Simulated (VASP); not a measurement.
Write the native input for VASP 6.6.1 that does the following.

- Task: G0W0 quasiparticle levels
- Functional: PBE
- Potentials or basis: VASP PAW PBE potentials, release 64 (C_GW)
- Cutoff: 500 eV
- k mesh: 6 × 6 × 6
- Occupations: gaussian, width 0.01 eV
- Spin: no spin polarisation
- Dipole correction: no
- GW scheme: G0W0
- GW iterations: 1
- Cutoff of the response function: 140
- Frequency points: 48
- Empty bands: 42
- Further INCAR settings: ALGO = EVGW0; EDIFF = 1e-08; NBANDS = 46

The system is C.

```
CELL_PARAMETERS angstrom
0.00000 1.78012 1.78012
1.78012 0.00000 1.78012
1.78012 1.78012 0.00000
ATOMIC_POSITIONS crystal
C 0.00000 0.00000 0.00000
C 0.25000 0.25000 0.25000
```

These files were run (other wordings do the same):

POSCAR

```
C
1.0
    0.0000000000      1.7801241434      1.7801241434
    1.7801241434      0.0000000000      1.7801241434
    1.7801241434      1.7801241434      0.0000000000
C
2
Direct
    0.0000000000      0.0000000000      0.0000000000
    0.2500000000      0.2500000000      0.2500000000
```

INCAR.step1

```
ALGO = Normal ; EDIFF = 1E-8
ENCUT = 500 ; GGA = PE
ISMEAR = 0 ; LASPH = True
LCHARG = False ; LREAL = False
LWAVE = True ; NELM = 60
PREC = Accurate ; SIGMA = 0.01
```

INCAR.step2

```
ALGO = Exact ; EDIFF = 1E-8
ENCUT = 500 ; GGA = PE
ISMEAR = 0 ; ISTART = 1
LASPH = True ; LCHARG = False
LOPTICS = True ; LREAL = False
LWAVE = True ; NBANDS = 46
NELM = 1 ; PREC = Accurate
SIGMA = 0.01
```

INCAR.step3

```
ALGO = EVGW0 ; EDIFF = 1E-8
ENCUT = 500 ; ENCUTGW = 140.0
GGA = PE ; ISMEAR = 0
ISTART = 1 ; LASPH = True
LCHARG = False ; LREAL = False
LWAVE = False ; NBANDS = 46
NBANDSGW = 12 ; NELMGW = 1
NOMEGA = 48 ; PREC = Accurate
PRECFOCK = Fast ; SIGMA = 0.01
```

KPOINTS

```
k-points
0
Gamma
  6 6 6
```

Potentials or basis: VASP PAW PBE potentials, release 64 (C_GW).

The run is started by

```sh
$ cat potpaw_PBE.64/C_GW/POTCAR > POTCAR
$ cp INCAR.step1 INCAR
$ mpirun -np 1 vasp_std > vasp.out
$ cp INCAR.step2 INCAR
$ mpirun -np 1 vasp_std > vasp.out
$ cp INCAR.step3 INCAR
$ mpirun -np 1 vasp_std > vasp.out
```

It gave:

```yaml
Quasiparticle_gap: 5.42 eV
Least_direct_quasiparticle_gap: 7.28 eV
Band_gap_of_the_starting_levels_on_the_mesh: 4.17 eV
Least_direct_gap_of_the_starting_levels_on_the_mesh: 5.61 eV
```

Caveat: the k points lie up to 0.51 Å⁻¹ apart; bands, screening cutoff and mesh are small and nothing is extrapolated, so the quasiparticle values aren't converged.

Wall time 43 s on 1 thread of AMD EPYC 9R45 96-Core Processor (Zen 5), with other jobs on the host, peak memory 0.16 GiB.
